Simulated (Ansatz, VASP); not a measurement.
Two plane-wave programs on TiAl

```
Ti Al
1.0
     2.73391    0.00000    0.00000
    -1.36695    2.36763    0.00000
     0.00000    0.00000    4.80474
Ti Al
1 1
Cartesian
  0.0000 0.0000 0.0000
  0.0000 1.5784 2.4024
```

Change from the starting cell: strain -0.040 along x and y, +0.040 along z, atoms carried along.

Alike in both runs: task single point; functional PBEsol; k mesh 24 × 24 × 14; occupations gaussian, width 0.15 eV; no spin polarisation.

|  | VASP | Ansatz |
| --- | --- | --- |
| version | VASP 6.6.1 | Ansatz 0.2.0 |
| potentials or method | VASP PAW PBE potentials, release 64 (Ti_sv, Al), cutoff 520 eV | scalar-relativistic, plane waves, PAW |
| valence electrons in the cell | 15 | 15 |

|  | VASP | Ansatz | Ansatz less VASP |
| --- | --- | --- | --- |
| gap on the k mesh at the Fermi level (eV) | none | none | - |
| pressure (GPa) | 4.6 | 4.6 | +0.07 |
| traceless stress, the component that is largest in VASP (GPa) | -9.74 | -9.81 | -0.070 |

VASP's potentials were made for PBE, not for PBEsol. A gap of «none» marks a metal or a gap that the smearing closes.
